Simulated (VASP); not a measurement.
# GaSb (F-43m) in VASP: single point with PBE

Aim: the single point of GaSb with PBE.

Everything below comes from runs of VASP 6.6.1. Logs are shortened: lines on timing, memory, paths and dates and some standing lists are left out, and cuts for length are marked.

### 1 The cell of the first run

The structure is cubic, space group F-43m (No. 216). The conventional cell has a = 6.214 Å, b = 6.214 Å, c = 6.214 Å, α = 90.00°, β = 90.00°, γ = 90.00°. Ga (site symmetry -43m) has 4 Sb at 2.69 Å within 3.5 Å. Within 3.5 Å of Sb (site symmetry -43m) lie 4 Ga at 2.69 Å.

### 2 Single point, PBE

The input, INCAR:

```
SYSTEM = GaSb
  ALGO = Normal
  EDIFF = 1E-6
  ENCUT = 500
  GGA = PE
  GGA_COMPAT = .False.
  ISIF = 2
  ISMEAR = 0
  LASPH = .True.
  LCHARG = .False.
  LREAL = .False.
  LWAVE = .False.
  NBANDS = 16
  NELM = 120
  PREC = Accurate
  SIGMA = 0.1
```

The input, KPOINTS:

```
k-points
0
Gamma
  12 12 12
  0 0 0
```

The input, POSCAR:

```
GaSb
1.0
    0.0000000000      3.1071656515      3.1071656515
    3.1071656515      0.0000000000      3.1071656515
    3.1071656515      3.1071656515      0.0000000000
Ga Sb
1 1
Direct
    0.0000000000      0.0000000000      0.0000000000
    0.2500000000      0.2500000000      0.2500000000
```

Potentials or basis: VASP PAW PBE potentials, release 64 (Ga_d, Sb).

On the command line:

```bash
$ cat potpaw_PBE.64/Ga_d/POTCAR potpaw_PBE.64/Sb/POTCAR > POTCAR
$ mpirun -np 1 vasp_std > vasp.out
```

OUTCAR:

```text
SYSTEM = GaSb
   EDIFF = 1E-6
   ENCUT = 500
   GGA = PE
   ISIF = 2
   ISMEAR = 0
   LASPH = .True.
   LREAL = .False.
   NELM = 120
   PREC = Accurate

 ion  position               nearest neighbor table
   1  0.000  0.000  0.000-   2 2.69   2 2.69   2 2.69   2 2.69
   2  0.250  0.250  0.250-   1 2.69   1 2.69   1 2.69   1 2.69

  LATTYP: Found a face centered cubic cell.
 ALAT       =     6.2143313030

  Lattice vectors:

 A1 = (   0.0000000000,   3.1071656515,   3.1071656515)
 A2 = (   3.1071656515,   0.0000000000,   3.1071656515)
 A3 = (   3.1071656515,   3.1071656515,   0.0000000000)

Analysis of symmetry for initial positions (statically):
=====================================================================
 Subroutine PRICEL returns:
 Original cell was already a primitive cell.

 Routine SETGRP: Setting up the symmetry group for a
 face centered cubic supercell.

 Subroutine GETGRP returns: Found 24 space group operations
 (whereof 24 operations were pure point group operations)
 out of a pool of 48 trial point group operations.

The static configuration has the point symmetry T_d .

Analysis of symmetry for dynamics (positions and initial velocities):
=====================================================================
 Subroutine PRICEL returns:
 Original cell was already a primitive cell.

 Routine SETGRP: Setting up the symmetry group for a
 face centered cubic supercell.

 Subroutine GETGRP returns: Found 24 space group operations
 (whereof 24 operations were pure point group operations)
 out of a pool of 48 trial point group operations.

The dynamic configuration has the point symmetry T_d .

 Subroutine INISYM returns: Found 24 space group operations
 (whereof 24 operations are pure point group operations),
 and found     1 'primitive' translations

----------------------------------------------------------------------------------------

                                     Primitive cell

  volume of cell :      59.9961

  direct lattice vectors                    reciprocal lattice vectors
     0.000000000  3.107165651  3.107165651    -0.160918360  0.160918360  0.160918360
     3.107165651  0.000000000  3.107165651     0.160918360 -0.160918360  0.160918360
     3.107165651  3.107165651  0.000000000     0.160918360  0.160918360 -0.160918360

  length of vectors
     4.394195805  4.394195805  4.394195805     0.278718775  0.278718775  0.278718775

  position of ions in fractional coordinates (direct lattice)
     0.000000000  0.000000000  0.000000000
     0.250000000  0.250000000  0.250000000

[... 77 lines left out ...]
   LREAL  =      F    real-space projection
   EDIFFG = 0.1E-04   stopping-criterion for IOM
   NSW    =      0    number of steps for IOM
   IBRION =     -1    ionic relax: 0-MD 1-quasi-New 2-CG
   NFREE  =      0    steps in history (QN), initial steepest desc. (CG)
   ISIF   =      2    stress and relaxation
   ISYM   =      2    0-nonsym 1-usesym 2-fastsym
   POTIM  = 0.5000    time-step for ionic-motion
   TEBEG  =    0.0;   TEEND  =   0.0 temperature during run
   PSTRESS=    0.0 pullay stress
   NELECT =      18.0000    total number of electrons
   NUPDOWN=      -1.0000    fix difference up-down
   EMIN   =  10.00;   EMAX   =-10.00  energy-range for DOS
   EFERMI =   0.00;   METHOD = LEGACY
   ISMEAR =     0;   SIGMA  =   0.10  broadening in eV -4-tet -1-fermi 0-gaus
   EFERMI_NEDOS =   21; number of points for ismear=-14 and -15
   IALGO  =     38    algorithm
   IMIX   =      4    mixing-type and parameters
     AMIX     =   0.40;   BMIX     =  1.00
     AMIX_MAG =   1.60;   BMIX_MAG =  1.00
  volume/ion in A,a.u.               =      30.00       202.44
  Fermi-wavevector in a.u.,A,eV,Ry     =   1.095951  2.071048 16.342084  1.201109
  Thomas-Fermi vector in A             =   2.232284
   LORBIT       =      0    0 simple, 1 ext, 2 COOP (PROOUT), +10 PAW based schemes
   GGA     = PE    functional components
   LHFCALC =     F    Hartree Fock is set to
   AEXX    =    0.0000 exact exchange contribution
   IVDW    =     0    specifies the selected vdW correction
   LEPSILON=     F    determine dielectric tensor
   LRPA    =     F    only Hartree local field effects (RPA)
 non-spin polarized calculation
 Gauss-broadening in eV      SIGMA  =   0.10
  energy-cutoff  :      500.00
  volume of cell :       60.00
 maximum number of plane-waves:      1546
   NGX = 17   NGY = 17   NGZ = 17

 number of electron      18.0000015 magnetization

 Free energy of the ion-electron system (eV)
  ---------------------------------------------------
  ext. energy  EPLUGINS =         0.00000000
  ---------------------------------------------------
  free energy    TOTEN  =        -7.37301668 eV

  energy without entropy =       -7.37287981  energy(sigma->0) =       -7.37294825

 E-fermi :   4.4514     XC(G=0):  -8.8863

 val. band max:        4.4018660983   @ k =   0.0000   0.0000   0.0000
 cond. band min:       4.7120705681   @ k =   0.5000   0.0000   0.0000
 fundamental gap:      0.3102044698
 Fermi energy:         4.4513804288

 k-point     1 :       0.0000    0.0000    0.0000
  band No.  band energies     occupation
      1     -10.5455      2.00000
      2     -10.5455      2.00000
      3     -10.5455      2.00000
      4     -10.5025      2.00000
      5     -10.5025      2.00000
      6      -6.7583      2.00000
[... 433 lines left out ...]
      3     -10.5337      2.00000
      4     -10.5038      2.00000
      5     -10.5025      2.00000
      6      -5.0719      2.00000
[... 8 lines left out ...]
     15      12.9852      0.00000
     16      13.4297      0.00000

 [... further k-points ...]

------------------------ aborting loop because EDIFF is reached ----------------------------------------

  FORCE on cell =-STRESS in cart. coord.  units (eV):
  Direction    XX          YY          ZZ          XY          YZ          ZX
  --------------------------------------------------------------------------------------
  -------------------------------------------------------------------------------------
  Total        0.0210211      0.0210211      0.0210211      0.0000000      0.0000000     -0.0000000
  in kB        0.5613610      0.5613610      0.5613610      0.0000000      0.0000000     -0.0000000
  external PRESSURE =       0.5613610 kB  Pullay stress =       0.0000000 kB

 VOLUME and BASIS-vectors are now :
 -----------------------------------------------------------------------------
  energy-cutoff  :      500.00
  volume of cell :       60.00
      direct lattice vectors                 reciprocal lattice vectors
     0.000000000  3.107165651  3.107165651    -0.160918360  0.160918360  0.160918360
     3.107165651  0.000000000  3.107165651     0.160918360 -0.160918360  0.160918360
     3.107165651  3.107165651  0.000000000     0.160918360  0.160918360 -0.160918360

 POSITION                                       TOTAL-FORCE (eV/Angst)
 -----------------------------------------------------------------------------------
      0.00000      0.00000      0.00000        -0.000000     -0.000000     -0.000000
      1.55358      1.55358      1.55358         0.000000      0.000000      0.000000
 -----------------------------------------------------------------------------------
    total drift:                                0.000001      0.000001      0.000001

  FREE ENERGIE OF THE ION-ELECTRON SYSTEM (eV)
  ---------------------------------------------------
  free  energy   TOTEN  =        -7.3730166824 eV

  energy  without entropy=       -7.3728798125  energy(sigma->0) =       -7.37294825
```

OSZICAR:

```text
N       E                     dE             d eps       ncg     rms          rms(c)
DAV:   1     0.807036229197E+02    0.80704E+02   -0.84262E+03  2328   0.132E+03
DAV:   2    -0.109679161858E+01   -0.81800E+02   -0.78659E+02  2648   0.291E+02
DAV:   3    -0.731141152472E+01   -0.62146E+01   -0.62008E+01  2784   0.644E+01
DAV:   4    -0.741792094348E+01   -0.10651E+00   -0.10649E+00  2912   0.939E+00
DAV:   5    -0.742058825511E+01   -0.26673E-02   -0.26673E-02  2920   0.131E+00    0.300E+00
DAV:   6    -0.738216726746E+01    0.38421E-01   -0.61363E-02  3336   0.375E+00    0.178E+00
DAV:   7    -0.737151625708E+01    0.10651E-01   -0.33872E-02  2672   0.147E+00    0.338E-01
DAV:   8    -0.737247401146E+01   -0.95775E-03   -0.42054E-03  3064   0.723E-01    0.722E-02
DAV:   9    -0.737295258692E+01   -0.47858E-03   -0.63649E-04  2712   0.196E-01    0.303E-02
DAV:  10    -0.737300094685E+01   -0.48360E-04   -0.51284E-05  2952   0.413E-02    0.863E-03
DAV:  11    -0.737301585549E+01   -0.14909E-04   -0.21941E-05  2600   0.323E-02    0.562E-03
DAV:  12    -0.737301689061E+01   -0.10351E-05   -0.17340E-06  3016   0.796E-03    0.128E-03
DAV:  13    -0.737301668242E+01    0.20819E-06   -0.71372E-08  1688   0.296E-03
   1 F= -.73730167E+01 E0= -.73729482E+01  d E =-.136870E-03
```

stdout:

```text
POSCAR found type information on POSCAR GaSb
 POSCAR found :  2 types and       2 ions
 scaLAPACK will be used
 LDA part: xc-table for (Slater+PW92), standard interpolation
 POSCAR, INCAR and KPOINTS ok, starting setup
 FFT: planning ... GRIDC
 FFT: planning ... GRID_SOFT
 FFT: planning ... GRID
 WAVECAR not read
 entering main loop
```

It took 82 s on 1 thread of Intel Xeon 8259CL, shared host; peak memory 0.22 GiB.

What came out:

| Item | Value |
| --- | --- |
| Free energy | -7.3730 eV |
| Pressure | 0.1 GPa |
| Band gap on the k mesh | zero (filled and empty bands touch) |

Levels at points of the mesh, in eV from the Fermi level:
```
           k point  band 6  band 7  band 8  band 9  band 10  band 11  band 12  band 13
(0.00, 0.00, 0.00)  -11.21   -0.34   -0.05   -0.05    -0.05     2.74     2.74     2.74
(0.50, 0.00, 0.00)   -9.70   -6.19   -1.13   -1.13     0.26     3.70     3.70     6.44
(0.50, 0.50, 0.00)   -8.94   -6.65   -2.46   -2.46     0.90     1.29     8.33     8.33
```

Caveat: semilocal functionals underestimate gaps, and a narrow one can read as zero; spin-orbit coupling is left out, which moves the levels of the heavy elements.

The gap in the log of VASP goes by the Fermi energy; the results here count the filled bands.